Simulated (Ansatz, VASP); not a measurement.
Two plane-wave programs on Al2Cu

Contents of POSCAR:

```
Al2Cu
1.0
    4.1051820000      0.0000000000      0.0000000000
    0.0000000000      4.1051820000      0.0000000000
    0.0000000000      0.0000000000      2.8913130000
Al Cu
2 1
Direct
    0.0000000000      0.0000000000      0.0000000000
    0.0000000000      0.5000000000      0.5000000000
    0.5000000000      0.0000000000      0.5000000000
```

INCAR.step1

```
PREC = Accurate
ENCUT = 520
ISMEAR = 0
SIGMA = 0.1
LREAL = False
LASPH = True
NELM = 80
NBANDS = 16
GGA = PE
ALGO = Normal
EDIFF = 1E-4
LWAVE = True
LCHARG = False
```

File INCAR.step2:

```
PREC = Accurate
ENCUT = 520
EDIFF = 1E-6
ISMEAR = 0
SIGMA = 0.1
LREAL = False
LASPH = True
NELM = 80
ALGO = Normal
ISIF = 2
LWAVE = False
LCHARG = False
METAGGA = R2SCAN
LMIXTAU = True
NBANDS = 16
ISTART = 1
```

File KPOINTS:

```
Automatic mesh
0
Gamma
  10 10 14
```

Input for Ansatz:

```yaml
crystal:
  lattice:
    - [4.105182, 0.0, 0.0]
    - [0.0, 4.105182, 0.0]
    - [0.0, 0.0, 2.891313]
  atoms:
    - { symbol: Al, position: [0.0, 0.0, 0.0] }
    - { symbol: Al, position: [0.0, 0.5, 0.5] }
    - { symbol: Cu, position: [0.5, 0.0, 0.5] }
basis:
  ecutwfc: 500
kpoints:
  mp_grid: { grid: [10, 10, 14] }
hamiltonian:
  xc: r2scan
scf:
  occupations: { method: gaussian, width: 0.1 }
  max_iter: 78
output:
  forces: true
  stress: true
  eigenvalues: true
```

Change from the starting cell: input fault: two atoms' positions swapped.

Alike in both runs: task single point; functional r2SCAN; k mesh 10 × 10 × 14; occupations gaussian, width 0.1 eV; no spin polarisation.

```csv
,VASP,Ansatz
version,VASP 6.6.1,Ansatz 0.2.0
potentials or method,"VASP PAW PBE potentials, release 64 (Al, Cu), cutoff 520 eV","scalar-relativistic, plane waves, PAW"
valence electrons in the cell,17,25
```

VASP gave:

| Property | Result |
| --- | --- |
| gap on the k mesh at the Fermi level (eV) | none |
| pressure (GPa) | 4.4 |
| traceless stress, the component that is largest in VASP (GPa) | -9.07 |

Task: Which values does Ansatz return?

Result: gap on the k mesh at the Fermi level (eV): none; pressure (GPa): 4.5; traceless stress, the component that is largest in VASP (GPa): -9.31.

VASP's potentials were made for PBE, not for r2SCAN. A gap of «none» marks a metal or a gap that the smearing closes. VASP's potentials hold 17 valence electrons a cell and Ansatz's 25, so a difference there can come from the potentials and not from the codes.
